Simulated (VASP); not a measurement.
# MgS (Niningerite) (Fm-3m) in VASP: settings compared, part 2 of 2

VASP 6.6.1.

**4. Single point, PBEsol**

INCAR reads:

```
ALGO = Normal
EDIFF = 1E-6
ENCUT = 600
GGA = PS
GGA_COMPAT = F
ISIF = 2
ISMEAR = 0
LASPH = T
LCHARG = T
LELF = T
LREAL = F
LVHAR = T
LWAVE = F
NBANDS = 11
NELM = 120
PREC = Accurate
SIGMA = 0.01
```

KPOINTS reads:

```
k-points
0
Gamma
  6 6 6
```

POSCAR reads:

```
MgS
1.0
    0.0000000000      2.6015177399      2.6015177399
    2.6015177399      0.0000000000      2.6015177399
    2.6015177399      2.6015177399      0.0000000000
Mg S
1 1
Direct
    0.0000000000      0.0000000000      0.0000000000
    0.5000000000      0.5000000000      0.5000000000
```

Potentials or basis: VASP PAW PBE potentials, release 64 (Mg, S).

Started as:

```console
> cat potpaw_PBE.64/Mg/POTCAR potpaw_PBE.64/S/POTCAR > POTCAR
> mpirun -np 1 vasp_std > vasp.out
```

OUTCAR:

```text
EDIFF = 1E-6
   ENCUT = 600
   GGA = PS
   ISIF = 2
   ISMEAR = 0
   LASPH = T
   LREAL = F
   NELM = 120
   PREC = Accurate

 ion  position               nearest neighbor table
   1  0.000  0.000  0.000-   2 2.60   2 2.60   2 2.60   2 2.60   2 2.60   2 2.60
   2  0.500  0.500  0.500-   1 2.60   1 2.60   1 2.60   1 2.60   1 2.60   1 2.60

  LATTYP: Found a face centered cubic cell.
 ALAT       =     5.2030354798

  Lattice vectors:

 A1 = (   0.0000000000,   2.6015177399,   2.6015177399)
 A2 = (   2.6015177399,   0.0000000000,   2.6015177399)
 A3 = (   2.6015177399,   2.6015177399,   0.0000000000)

Analysis of symmetry for initial positions (statically):
=====================================================================
 Subroutine PRICEL returns:
 Original cell was already a primitive cell.

 Routine SETGRP: Setting up the symmetry group for a
 face centered cubic supercell.

 Subroutine GETGRP returns: Found 48 space group operations
 (whereof 48 operations were pure point group operations)
 out of a pool of 48 trial point group operations.

The static configuration has the point symmetry O_h .

Analysis of symmetry for dynamics (positions and initial velocities):
=====================================================================
 Subroutine PRICEL returns:
 Original cell was already a primitive cell.

 Routine SETGRP: Setting up the symmetry group for a
 face centered cubic supercell.

 Subroutine GETGRP returns: Found 48 space group operations
 (whereof 48 operations were pure point group operations)
 out of a pool of 48 trial point group operations.

The dynamic configuration has the point symmetry O_h .

 Subroutine INISYM returns: Found 48 space group operations
 (whereof 48 operations are pure point group operations),
 and found     1 'primitive' translations

----------------------------------------------------------------------------------------

[... 110 lines left out ...]
   AEXX    =    0.0000 exact exchange contribution
   IVDW    =     0    specifies the selected vdW correction
   LEPSILON=     F    determine dielectric tensor
   LRPA    =     F    only Hartree local field effects (RPA)
 non-spin polarized calculation
 Gauss-broadening in eV      SIGMA  =   0.01
  energy-cutoff  :      600.00
  volume of cell :       35.21
 maximum number of plane-waves:      1211
 NGX is ok and might be reduce to    30
   NGX = 15   NGY = 15   NGZ = 15

 number of electron       7.9999999 magnetization

 Free energy of the ion-electron system (eV)
  ---------------------------------------------------
  ext. energy  EPLUGINS =         0.00000000
  ---------------------------------------------------
  free energy    TOTEN  =        -9.07088232 eV

  energy without entropy =       -9.07088232  energy(sigma->0) =       -9.07088232

 E-fermi :   3.8137     XC(G=0):  -9.8366

 val. band max:        3.6792931492   @ k =   0.0000   0.0000   0.0000
 cond. band min:       6.3812403794   @ k =   0.5000   0.5000   0.0000
 fundamental gap:      2.7019472302
 Fermi energy:         3.8136793476

 k-point     1 :       0.0000    0.0000    0.0000
  band No.  band energies     occupation
      1      -9.0048      2.00000
      2       3.6793      2.00000
      3       3.6793      2.00000
      4       3.6793      2.00000
      5       7.2723      0.00000
      6      11.5310      0.00000
      7      11.5310      0.00000
      8      11.5310      0.00000
      9      13.9887      0.00000
     10      13.9887      0.00000
     11      15.9737      0.00000
[... 197 lines left out ...]
 k-point    16 :      -0.3333    0.5000    0.1667
  band No.  band energies     occupation
      1      -7.2652      2.00000
      2      -0.1361      2.00000
      3       1.0516      2.00000
      4       1.4305      2.00000
      5       8.0332      0.00000
      6       9.7736      0.00000
      7      12.7624      0.00000
      8      13.3718      0.00000
      9      17.3676      0.00000
     10      18.6150      0.00000
     11      19.0865      0.00000

------------------------ aborting loop because EDIFF is reached ----------------------------------------

  FORCE on cell =-STRESS in cart. coord.  units (eV):
  Direction    XX          YY          ZZ          XY          YZ          ZX
  --------------------------------------------------------------------------------------
  -------------------------------------------------------------------------------------
  Total       -0.2397244     -0.2397244     -0.2397244      0.0000000      0.0000000     -0.0000000
  in kB      -10.9071809    -10.9071809    -10.9071809      0.0000000      0.0000000     -0.0000000
  external PRESSURE =     -10.9071809 kB  Pullay stress =       0.0000000 kB

 VOLUME and BASIS-vectors are now :
 -----------------------------------------------------------------------------
  energy-cutoff  :      600.00
  volume of cell :       35.21
      direct lattice vectors                 reciprocal lattice vectors
     0.000000000  2.601517740  2.601517740    -0.192195499  0.192195499  0.192195499
     2.601517740  0.000000000  2.601517740     0.192195499 -0.192195499  0.192195499
     2.601517740  2.601517740  0.000000000     0.192195499  0.192195499 -0.192195499

 POSITION                                       TOTAL-FORCE (eV/Angst)
 -----------------------------------------------------------------------------------
      0.00000      0.00000      0.00000        -0.000000     -0.000000      0.000000
      2.60152      2.60152      2.60152         0.000000      0.000000     -0.000000
 -----------------------------------------------------------------------------------
    total drift:                               -0.000000     -0.000000      0.000000

  FREE ENERGIE OF THE ION-ELECTRON SYSTEM (eV)
  ---------------------------------------------------
  free  energy   TOTEN  =        -9.0708823172 eV

  energy  without entropy=       -9.0708823172  energy(sigma->0) =       -9.07088232
```

OSZICAR:

```text
N       E                     dE             d eps       ncg     rms          rms(c)
DAV:   1     0.244347774142E+02    0.24435E+02   -0.37841E+03   360   0.669E+02
DAV:   2    -0.770049652925E+01   -0.32135E+02   -0.29364E+02   424   0.103E+02
DAV:   3    -0.943308972160E+01   -0.17326E+01   -0.17298E+01   448   0.249E+01
DAV:   4    -0.944300692660E+01   -0.99172E-02   -0.99158E-02   433   0.223E+00
DAV:   5    -0.944308026739E+01   -0.73341E-04   -0.73340E-04   422   0.197E-01    0.410E+00
DAV:   6    -0.911504806344E+01    0.32803E+00   -0.68865E-01   394   0.323E+00    0.309E+00
DAV:   7    -0.907379261255E+01    0.41255E-01   -0.18276E-01   403   0.181E+00    0.192E+00
DAV:   8    -0.907111256953E+01    0.26800E-02   -0.10395E-02   391   0.592E-01    0.756E-01
DAV:   9    -0.907089129781E+01    0.22127E-03   -0.50426E-04   411   0.126E-01    0.325E-01
DAV:  10    -0.907088139517E+01    0.99026E-05   -0.14173E-04   403   0.531E-02    0.132E-02
DAV:  11    -0.907088231718E+01   -0.92201E-06   -0.15382E-06   389   0.797E-03
   1 F= -.90708823E+01 E0= -.90708823E+01  d E =-.289669E-82
```

Wall time 8.9 s (1 thread of AMD EPYC 7R13 (Zen 3), shared host); peak memory 0.13 GiB.

What came out:

```
Free energy            : -9.0709 eV
Pressure               : -1.1 GPa
Band gap on the k mesh : 2.70 eV, indirect (least direct gap 3.59 eV)
```

Caveat: the PAW data sets were made with another functional, which shifts forces and pressure a little. PBEsol gaps usually lie below the measured ones, often by a third to a half.

**5. Single point, PBEsol**

INCAR reads:

```
SYSTEM = MgS
PREC = Accurate
ENCUT = 600
EDIFF = 1E-6
ISMEAR = -5
SIGMA = 0.1
LREAL = .FALSE.
LASPH = .TRUE.
NELM = 120
ALGO = Normal
ISIF = 2
LWAVE = .FALSE.
LCHARG = .FALSE.
GGA = PS
NBANDS = 11
GGA_COMPAT = .FALSE.
```

KPOINTS reads:

```
Automatic mesh
0
G
  6 6 6
  0 0 0
```

POSCAR is that of step 4.

Started as:

```console
> cat potpaw_PBE.64/Mg/POTCAR potpaw_PBE.64/S/POTCAR > POTCAR
> mpirun -np 1 vasp_std > vasp.out
```

Run time: 7.6 s. Hardware: 1 thread of AMD EPYC 7R13 (Zen 3), shared host; peak memory 0.13 GiB.

Results (log left out):

| Property | Result |
| --- | --- |
| Free energy | -9.0709 eV |
| Pressure | -1.1 GPa |
| Band gap on the k mesh | 2.70 eV, indirect (least direct gap 3.59 eV) |

Levels at points of the mesh, in eV from the valence-band top:
| k point | band 2 | band 3 | band 4 | band 5 | band 6 | band 7 |
| --- | --- | --- | --- | --- | --- | --- |
| (0.00, 0.00, 0.00) | 0.00 | 0.00 | 0.00 | 3.59 | 7.85 | 7.85 |
| (0.50, 0.00, 0.00) | -4.90 | -0.60 | -0.60 | 4.40 | 6.82 | 6.82 |
| (0.50, 0.50, 0.00) | -4.26 | -1.71 | -1.71 | 2.70 | 4.24 | 11.87 |

Caveat: the PAW data sets were made with another functional, which shifts forces and pressure a little. A k mesh can miss the band edges.

**6. Summary**

| level | potentials or basis | k mesh | smearing | gap on the mesh (eV) | pressure (GPa) |
| --- | --- | --- | --- | --- | --- |
| PBEsol | VASP PAW PBE potentials, release 64 (Mg, S) | 5 × 5 × 5 | gaussian 0.01 eV | 3.11 | -1.0 |
| LDA | VASP PAW LDA potentials, release 64 (Mg, S) | 6 × 6 × 6 | gaussian 0.01 eV | 2.56 | -3.8 |
| PBEsol | VASP PAW PBE potentials, release 64 (Mg, S) | 6 × 6 × 6 | gaussian 0.01 eV | 2.70 | -1.1 |
| PBEsol | VASP PAW PBE potentials, release 64 (Mg, S) | 6 × 6 × 6 | tetrahedron | 2.70 | -1.1 |

Alike in all rows: task single point; no spin polarisation; cell as given; cutoff (eV) 600.

Caveats: the PAW data sets were made with another functional, which shifts forces and pressure a little (some runs).

Absolute energies hang on the potentials; compare differences alone.
